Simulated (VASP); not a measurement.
Input of a VASP 6.6.1 run:

The input INCAR:

```
ALGO = Normal
EDIFF = 1E-7
ENCUT = 520
GGA = RE
ISIF = 2
ISMEAR = -1
LASPH = True
LCHARG = True
LELF = True
LREAL = False
LVHAR = True
LWAVE = False
NBANDS = 50
NELM = 100
PREC = Accurate
SIGMA = 0.1
```

The input KPOINTS:

```
k-points
0
Gamma
  5 5 5
```

File POSCAR:

```
Pt
1.0
    5.0882820062      0.0000000000      0.0000000000
    0.0000000000      5.0882820062      0.0000000000
    0.0000000000      0.0000000000      5.0882820062
Pt
8
Direct
    1.0000000000      0.0000000000      1.0000000000
    0.5000000000      0.5000000000      0.5000000000
    0.2500000000      1.0000000000      0.5000000000
    0.7500000000      0.0000000000      0.5000000000
    0.5000000000      0.2500000000      0.0000000000
    0.5000000000      0.7500000000      1.0000000000
    0.0000000000      0.5000000000      0.2500000000
    0.0000000000      0.5000000000      0.7500000000
```

Potentials or basis: VASP PAW PBE potentials, release 64 (Pt).

Launch:

```bash
$ cat potpaw_PBE.64/Pt/POTCAR > POTCAR
$ mpirun -np 1 vasp_std > vasp.out
```

**Question.** Estimate the pressure.

**Answer.** -0.5 GPa.

**Question.** Estimate the band gap on the k mesh.

**Answer.** Zero (band 40 reaches 9.87 eV, above the bottom of band 41 at 9.48 eV).

Caveat: the PAW data sets were made with another functional, which shifts forces and pressure a little; spin-orbit coupling is left out, which moves the levels of the heavy elements.
